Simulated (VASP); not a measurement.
Al: single point with PBE

The system is Al.

```
Al
1.0
     1.42463   -2.46993    0.00000
     1.42463    2.46993    0.00000
     0.00000    0.00000    4.73027
Al
2
Direct
  0.83338 0.16662 0.75000
  0.16662 0.83338 0.25000
```

```yaml
Program: VASP 6.6.1
Task: single point
Functional: PBE
Potentials_or_basis: VASP PAW PBE potentials, release 64 (Al)
Cutoff: 520 eV
k_mesh: 22 × 22 × 12
Occupations: gaussian, width 0.1 eV
Spin: no spin polarisation
```

```yaml
Pressure: 0.0 GPa
Band_gap_on_the_k_mesh: zero (band 3 reaches 11.97 eV, above the bottom of band 4 at 4.73 eV)
```

Levels at points of the mesh, in eV from the Fermi level:
```csv
k point,band 1,band 2,band 3,band 4,band 5,band 6
"(0.00, 0.00, 0.00)",-11.07,-4.63,-4.56,10.75,10.78,11.13
"(0.50, 0.00, 0.00)",-5.21,-5.04,0.62,0.99,1.50,1.64
"(0.50, 0.50, 0.00)",-5.22,-5.05,0.61,0.98,1.50,1.63
"(0.00, 0.00, 0.50)",-9.42,-9.42,3.14,3.14,11.96,11.96
"(0.50, 0.00, 0.50)",-3.86,-3.86,-3.16,-3.16,7.16,7.16
"(0.50, 0.50, 0.50)",-3.87,-3.87,-3.17,-3.17,7.19,7.19
```

It took 3 min on 1 thread of Intel(R) Xeon(R) Platinum 8488C (Sapphire Rapids) (shared host), peak memory 0.35 GiB.
